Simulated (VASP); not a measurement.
# Si3H2C4 in VASP: a series of runs

Si3H2C4 is run at these levels: PBEsol; tasks: relaxation of the atoms.

Program: VASP 6.6.1. These are calculated values, not measurements. Logs are shortened: lines on timing, memory, paths and dates and some standing lists are left out, and cuts for length are marked.

### Step 1. The cell of the first run

The cell holds a slab with vacuum, 18 atoms: a = 6.161 Å, b = 3.081 Å, c = 20.037 Å, α = 90.00°, β = 90.00°, γ = 90.00°.

### Step 2. Relaxation of the atoms, PBEsol

The input, INCAR:

```
PREC     = Accurate       # precision mode
ENCUT    = 520            # plane-wave cutoff, eV
EDIFF    = 1E-6           # SCF threshold, eV
ISMEAR   = 0              # smearing method
SIGMA    = 0.05           # smearing width, eV
LREAL    = Auto         
LASPH    = T              # aspherical terms in the spheres
NELM     = 60             # most SCF steps
ALGO     = Fast           # electronic algorithm
ISIF     = 2              # what is computed and relaxed
LWAVE    = F              # write WAVECAR
LCHARG   = F              # write CHGCAR
LDIPOL   = T            
IDIPOL   = 3            
DIPOL    = 0.5 0.5 0.350
GGA      = PS             # functional
IBRION   = 2              # ionic algorithm
NSW      = 50             # ionic steps
EDIFFG   = -0.03          # ionic threshold
```

The input, KPOINTS:

```
Automatic mesh
0
Gamma
  4 8 1
```

The input, POSCAR:

```
Si3H2C4
1.0
    6.1612406585      0.0000000000      0.0000000000
    0.0000000000      3.0806203293      0.0000000000
    0.0000000000      0.0000000000     20.0373883794
C Si H
8 6 4
Selective dynamics
Direct
    0.5000000000      0.5000000000      0.2321862369  F F F
    0.0000000000      0.5000000000      0.2321862369  F F F
    0.7500000000      0.0000000000      0.3408993827  F F F
    0.2500000000      0.0000000000      0.3408993827  F F F
   -0.0156065537      0.5000000000      0.4586774980  T T T
    0.5110536116      0.5000000000      0.4390432842  T T T
    0.3913121030      0.0000000000      0.5252857264  T T F
    0.5956768634      0.0000000000      0.5676066110  T T F
    0.2500000000      0.5000000000      0.2865428098  F F F
    0.7500000000      0.5000000000      0.2865428098  F F F
    0.5032851268      0.0000000000      0.3902362207  T T T
   -0.0084712316      0.0000000000      0.3993025897  T T T
    0.7064301079      0.5000000000      0.5141035951  T T T
    0.2633644980      0.5000000000      0.4950419461  T T T
    0.5000000000      0.2248963861      0.1983620084  F F F
    0.5000000000      0.7751036139      0.1983620084  F F F
    0.0000000000      0.7747262802      0.1982371399  F F F
    0.0000000000      0.2252737198      0.1982371399  F F F
```

Potentials or basis: VASP PAW PBE potentials, release 64 (C, Si, H).

Started as:

```sh
> cat potpaw_PBE.64/C/POTCAR potpaw_PBE.64/Si/POTCAR potpaw_PBE.64/H/POTCAR > POTCAR
> mpirun -np 1 vasp_std > vasp.out
```

OUTCAR:

```text
PREC = Accurate
   ENCUT = 520
   EDIFF = 1E-6
   ISMEAR = 0
   LREAL = Auto
   LASPH = T
   NELM = 60
   ISIF = 2
   GGA = PS
   IBRION = 2
   NSW = 50
   EDIFFG = -0.03

 ion  position               nearest neighbor table
   1  0.500  0.500  0.232-  15 1.09  16 1.09   9 1.89  10 1.89
   2  0.000  0.500  0.232-  17 1.09  18 1.09   9 1.89  10 1.89
   3  0.750  0.000  0.341-  11 1.81  10 1.89  10 1.89  12 1.89
   4  0.250  0.000  0.341-  11 1.85   9 1.89   9 1.89  12 1.98
   5  0.984  0.500  0.459-  14 1.87  12 1.95  12 1.95  13 2.04
   6  0.511  0.500  0.439-  11 1.83  11 1.83  14 1.89  13 1.93
   7  0.391  0.000  0.525-   8 1.52  14 1.83  14 1.83  13 2.49  13 2.49
   8  0.596  0.000  0.568-   7 1.52  13 2.00  13 2.00
   9  0.250  0.500  0.287-   1 1.89   2 1.89   4 1.89   4 1.89  11 3.02  11 3.02  10 3.08  10 3.08

  10  0.750  0.500  0.287-   1 1.89   2 1.89   3 1.89   3 1.89  11 3.00  11 3.00   9 3.08   9 3.08
                            12 3.11  12 3.11
  11  0.503  0.000  0.390-   3 1.81   6 1.83   6 1.83   4 1.85  14 2.99  14 2.99  10 3.00  10 3.00
                            12 3.01   9 3.02   9 3.02
  12  0.992  0.000  0.399-   3 1.89   5 1.95   5 1.95   4 1.98  14 2.98  14 2.98  11 3.01  10 3.11
                            10 3.11
  13  0.706  0.500  0.514-   6 1.93   8 2.00   8 2.00   5 2.04   7 2.49   7 2.49  14 2.76
  14  0.263  0.500  0.495-   7 1.83   7 1.83   5 1.87   6 1.89  13 2.76  12 2.98  12 2.98  11 2.99
                            11 2.99
  15  0.500  0.225  0.198-   1 1.09
  16  0.500  0.775  0.198-   1 1.09
  17  0.000  0.775  0.198-   2 1.09
  18  0.000  0.225  0.198-   2 1.09

  LATTYP: Found a simple orthorhombic cell.
 ALAT       =     3.0806203293
 B/A-ratio  =     2.0000000000
 C/A-ratio  =     6.5043355680

  Lattice vectors:

 A1 = (   0.0000000000,  -3.0806203293,   0.0000000000)
 A2 = (   6.1612406585,   0.0000000000,   0.0000000000)
 A3 = (   0.0000000000,   0.0000000000,  20.0373883794)

Analysis of symmetry for initial positions (statically):
=====================================================================
 Subroutine PRICEL returns:
 Original cell was already a primitive cell.

 Routine SETGRP: Setting up the symmetry group for a
 simple orthorhombic supercell.

 Subroutine GETGRP returns: Found  2 space group operations
 (whereof  2 operations were pure point group operations)
 out of a pool of  8 trial point group operations.

The static configuration has the point symmetry C_1h.

Analysis of symmetry for dynamics (positions and initial velocities):
=====================================================================
 Subroutine PRICEL returns:
 Original cell was already a primitive cell.

 Routine SETGRP: Setting up the symmetry group for a
 simple orthorhombic supercell.

 Subroutine GETGRP returns: Found  2 space group operations
 (whereof  2 operations were pure point group operations)
 out of a pool of  8 trial point group operations.

The dynamic configuration has the point symmetry C_1h.

Analysis of constrained symmetry for selective dynamics:
=====================================================================
 Subroutine PRICEL returns:
 Original cell was already a primitive cell.

 Routine SETGRP: Setting up the symmetry group for a
 simple orthorhombic supercell.

 Subroutine GETGRP returns: Found  2 space group operations
 (whereof  2 operations were pure point group operations)
 out of a pool of  8 trial point group operations.

The constrained configuration has the point symmetry C_1h.

 Subroutine INISYM returns: Found  2 space group operations
 (whereof  2 operations are pure point group operations),
 and found     1 'primitive' translations

----------------------------------------------------------------------------------------

                                     Primitive cell

  volume of cell :     380.3185

  direct lattice vectors                    reciprocal lattice vectors
     6.161240658  0.000000000  0.000000000     0.162304973  0.000000000  0.000000000
     0.000000000  3.080620329  0.000000000     0.000000000  0.324609946  0.000000000
     0.000000000  0.000000000 20.037388379     0.000000000  0.000000000  0.049906703

  length of vectors
     6.161240658  3.080620329 20.037388379     0.162304973  0.324609946  0.049906703

  position of ions in fractional coordinates (direct lattice)
[... 81 lines left out ...]
  0.250000  0.500000  0.000000      2.000000
  0.500000  0.500000  0.000000      1.000000
   k-points           NKPTS =     15   k-points in BZ     NKDIM =     15   number of bands    NBANDS=     40
   number of dos      NEDOS =    301   number of ions     NIONS =     18
   total plane-waves  NPLWV = 172800
   dimension x,y,z NGX =    48 NGY =   24 NGZ =  150
   dimension x,y,z NGXF=    96 NGYF=   48 NGZF=  300
   ions per type =               8   6   4
   NGX,Y,Z   is equivalent  to a cutoff of  12.95, 12.95, 12.45 a.u.
   NGXF,Y,Z  is equivalent  to a cutoff of  25.90, 25.90, 24.89 a.u.
 SYSTEM =  unknown system
   PREC   = accura    normal or accurate (medium, high low for compatibility)
   ISTART =      0    job   : 0-new  1-cont  2-samecut
   ICHARG =      2    charge: 1-file 2-atom 10-const
   ISPIN  =      1    spin polarized calculation?
   LNONCOLLINEAR =      F non collinear calculations
   LSORBIT =      F    spin-orbit coupling
   LASPH  =      T    aspherical Exc in radial PAW
   ENCUT  =  520.0 eV  38.22 Ry    6.18 a.u.  11.46  5.73 37.26*2*pi/ulx,y,z
   NELM   =     60;   NELMIN=  2; NELMDL= -5     # of ELM steps
   EDIFF  = 0.1E-05   stopping-criterion for ELM
   LREAL  =      T    real-space projection
   EDIFFG = -.3E-01   stopping-criterion for IOM
   NSW    =     50    number of steps for IOM
   IBRION =      2    ionic relax: 0-MD 1-quasi-New 2-CG
   NFREE  =      1    steps in history (QN), initial steepest desc. (CG)
   ISIF   =      2    stress and relaxation
   ISYM   =      2    0-nonsym 1-usesym 2-fastsym
   POTIM  = 0.5000    time-step for ionic-motion
   TEBEG  =    0.0;   TEEND  =   0.0 temperature during run
   PSTRESS=    0.0 pullay stress
   NELECT =      60.0000    total number of electrons
   NUPDOWN=      -1.0000    fix difference up-down
   EMIN   =  10.00;   EMAX   =-10.00  energy-range for DOS
   EFERMI =   0.00;   METHOD = LEGACY
   ISMEAR =     0;   SIGMA  =   0.05  broadening in eV -4-tet -1-fermi 0-gaus
   EFERMI_NEDOS =   21; number of points for ismear=-14 and -15
   IALGO  =     68    algorithm
   IMIX   =      4    mixing-type and parameters
     AMIX     =   0.40;   BMIX     =  1.00
     AMIX_MAG =   1.60;   BMIX_MAG =  1.00
  volume/ion in A,a.u.               =      21.13       142.58
  Fermi-wavevector in a.u.,A,eV,Ry     =   0.884591  1.671636 10.646588  0.782502
  Thomas-Fermi vector in A             =   2.005512
   LORBIT       =      0    0 simple, 1 ext, 2 COOP (PROOUT), +10 PAW based schemes
   GGA     = PS    functional components
   LHFCALC =     F    Hartree Fock is set to
   AEXX    =    0.0000 exact exchange contribution
   IVDW    =     0    specifies the selected vdW correction
   LEPSILON=     F    determine dielectric tensor
   LRPA    =     F    only Hartree local field effects (RPA)
 conjugate gradient relaxation of ions
 non-spin polarized calculation
 RMM-DIIS sequential band-by-band and
 Gauss-broadening in eV      SIGMA  =   0.05
  energy-cutoff  :      520.00
  volume of cell :      380.32
 maximum number of plane-waves:     10275
 NGX is ok and might be reduce to    48
   NGX = 23   NGY = 11   NGZ = 75

 dipolmoment           0.000000      0.000000     -0.011319 electrons x Angstroem

--------------------------------------- Ionic step        1  -------------------------------------------

 number of electron      59.9999999 magnetization

 Free energy of the ion-electron system (eV)
  ---------------------------------------------------
  ext. energy  EPLUGINS =         0.00000000
  ---------------------------------------------------
  free energy    TOTEN  =      -121.69599061 eV

  energy without entropy =     -121.69087235  energy(sigma->0) =     -121.69343148

------------------------ aborting loop because EDIFF is reached ----------------------------------------

  FORCE on cell =-STRESS in cart. coord.  units (eV):
  Direction    XX          YY          ZZ          XY          YZ          ZX
  --------------------------------------------------------------------------------------
  -------------------------------------------------------------------------------------
  Total       -2.6019482     12.9991144     -2.9398488      0.0000000      0.0000000     -0.8404701
  in kB      -10.9612923     54.7616952    -12.3847748      0.0000000      0.0000000     -3.5406693
  external PRESSURE =      10.4718760 kB  Pullay stress =       0.0000000 kB
[... 137 lines left out ...]
  FREE ENERGIE OF THE ION-ELECTRON SYSTEM (eV)
  ---------------------------------------------------
  free  energy   TOTEN  =      -121.7229285732 eV

  energy  without entropy=     -121.7172889987  energy(sigma->0) =     -121.72010879

[... ionic steps 4 to 11 ...]

--------------------------------------- Ionic step       12  -------------------------------------------

 number of electron      59.9999999 magnetization

------------------------ aborting loop because EDIFF is reached ----------------------------------------
[... 99 lines left out ...]
--------------------------------------- Ionic step       14  -------------------------------------------

 number of electron      59.9999999 magnetization

 dipolmoment           0.000000      0.000000      0.199334 electrons x Angstroem

 Free energy of the ion-electron system (eV)
  ---------------------------------------------------
  ext. energy  EPLUGINS =         0.00000000
  ---------------------------------------------------
  free energy    TOTEN  =      -121.73933010 eV

  energy without entropy =     -121.73797353  energy(sigma->0) =     -121.73865181

 E-fermi :   0.9850     XC(G=0):  -5.2820

 val. band max:        0.9376819455   @ k =   0.2500   0.0000   0.0000
 cond. band min:       1.0189170719   @ k =   0.5000   0.0000   0.0000
 fundamental gap:      0.0812351265
 Fermi energy:         0.9850036338

 k-point     1 :       0.0000    0.0000    0.0000
  band No.  band energies     occupation
      1     -15.9754      2.00000
      2     -14.8998      2.00000
      3     -13.5149      2.00000
      4     -12.6687      2.00000
      5     -12.4353      2.00000
      6     -12.3540      2.00000
[... 634 lines left out ...]
     39       5.2690      0.00000
     40       5.5239      0.00000

------------------------ aborting loop because EDIFF is reached ----------------------------------------

 vacuum level on the upper side and lower side of the slab       (xc-potential included)         0.908        -0.966

  FORCE on cell =-STRESS in cart. coord.  units (eV):
  Direction    XX          YY          ZZ          XY          YZ          ZX
  --------------------------------------------------------------------------------------
  -------------------------------------------------------------------------------------
  Total       -2.1028815     13.9465054     -4.1392188      0.0000000      0.0000000     -0.1794113
  in kB       -8.8588615     58.7527929    -17.4373909      0.0000000      0.0000000     -0.7558105
  external PRESSURE =      10.8188468 kB  Pullay stress =       0.0000000 kB
[... 33 lines left out ...]
  FREE ENERGIE OF THE ION-ELECTRON SYSTEM (eV)
  ---------------------------------------------------
  free  energy   TOTEN  =      -121.7393300970 eV

  energy  without entropy=     -121.7379735308  energy(sigma->0) =     -121.73865181

 reached required accuracy - stopping structural energy minimisation

 vacuum level on the upper side and lower side of the slab         6.003         4.097
```

Run time: 41 min. Hardware: 1 thread of Oxide Virtual Turin-like, shared host; peak memory 0.51 GiB.

Results:

```
Free energy               : -121.7393 eV
Energy gained by relaxing : 2.4 meV/atom
Ionic steps               : 14
Band gap on the k mesh    : zero (bands 30 and 31 overlap by 0.17 eV)
```

Step by step:
```tsv
step	energy change (eV)	largest force on free atoms (eV/Å)	pressure (GPa)
1	0.0000	0.8344	1.05
2	-0.0203	0.6902	1.15
3	-0.0269	0.2206	1.10
4	-0.0316	0.1956	1.13
5	-0.0323	0.2723	1.15
6	-0.0355	0.2080	1.14
7	-0.0396	0.1529	1.11
8	-0.0415	0.0977	1.10
9	-0.0418	0.0945	1.10
10	-0.0425	0.0640	1.10
11	-0.0429	0.0769	1.11
12	-0.0433	0.0311	1.09
13	-0.0433	0.0413	1.09
14	-0.0433	0.0251	1.08
```

Final structure:
```cif
data_structure
_symmetry_space_group_name_H-M 'P 1'
_symmetry_Int_Tables_number 1
_cell_length_a 6.1612
_cell_length_b 3.0806
_cell_length_c 20.0374
_cell_angle_alpha 90.000
_cell_angle_beta 90.000
_cell_angle_gamma 90.000
_cell_volume 380.32
loop_
_atom_site_label
_atom_site_type_symbol
_atom_site_fract_x
_atom_site_fract_y
_atom_site_fract_z
_atom_site_occupancy
C1 C 0.50000 0.50000 0.23219 1
C2 C 0.00000 0.50000 0.23219 1
C3 C 0.75000 0.00000 0.34090 1
C4 C 0.25000 0.00000 0.34090 1
C5 C 0.98286 0.50000 0.45983 1
C6 C 0.51343 0.50000 0.44035 1
C7 C 0.39268 0.00000 0.52529 1
C8 C 0.59063 0.00000 0.56761 1
Si1 Si 0.25000 0.50000 0.28654 1
Si2 Si 0.75000 0.50000 0.28654 1
Si3 Si 0.50400 0.00000 0.39086 1
Si4 Si 0.99024 0.00000 0.40016 1
Si5 Si 0.70257 0.50000 0.51824 1
Si6 Si 0.26247 0.50000 0.49540 1
H1 H 0.50000 0.22490 0.19836 1
H2 H 0.50000 0.77510 0.19836 1
H3 H 0.00000 0.77473 0.19824 1
H4 H 0.00000 0.22527 0.19824 1
```

Levels at points of the mesh, in eV from the Fermi level:
```
           k point  band 28  band 29  band 30  band 31  band 32  band 33
(0.00, 0.00, 0.00)    -1.74    -1.48    -0.13     0.08     1.04     2.28
(0.50, 0.00, 0.00)    -1.75    -1.69     0.03     0.12     2.28     2.65
(0.00, 0.50, 0.00)    -2.34    -2.11    -1.86    -0.13     1.22     1.95
(0.50, 0.50, 0.00)    -3.36    -2.30    -2.29     0.38     2.12     2.19
```

Caveat: the PAW data sets were made with another functional, which shifts forces and pressure a little.

(Part 1 of 2 ends here.)
